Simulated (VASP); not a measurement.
Here is a VASP 6.6.1 calculation.

INCAR

```
SYSTEM = Te
PREC = Accurate ; ENCUT = 600
EDIFF = 1E-7 ; ISMEAR = -1
SIGMA = 0.02 ; LREAL = .FALSE.
LASPH = .TRUE. ; NELM = 60
ALGO = Normal ; ISIF = 3
LWAVE = .FALSE. ; LCHARG = .FALSE.
GGA = PS ; IBRION = 2
NSW = 80 ; EDIFFG = -0.02
```

The input KPOINTS:

```
Automatic mesh
0
G
  8 8 8
  0 0 0
```

Contents of POSCAR:

```
Te
1.0
    3.0600000000      0.0000000000      0.0000000000
    0.0000000000      3.0600000000      0.0000000000
    0.0000000000      0.0000000000      3.0600000000
Te
1
Direct
    0.0000000000      0.0000000000      0.0000000000
```

Potentials or basis: VASP PAW PBE potentials, release 64 (Te).

The run is started by

```bash
$ cat potpaw_PBE.64/Te/POTCAR > POTCAR
$ mpirun -np 1 vasp_std > vasp.out
```

(1) Predict the space group after relaxing (to 0.1 Å).

(2) Predict the band gap on the k mesh.

(3) Estimate the relaxed cell.

(4) Predict the relaxed volume.

Answers

(1) Pm-3m (No. 221).

(2) zero (bands 3 and 4 overlap by 5.78 eV).

(3) a = 3.159 Å, b = 3.159 Å, c = 3.159 Å, α = 90.00°, β = 90.00°, γ = 90.00°.

(4) 31.52 Å³/atom.

Caveat: the PAW data sets were made with another functional, which shifts forces and pressure a little; spin-orbit coupling is left out, which moves the levels of the heavy elements.
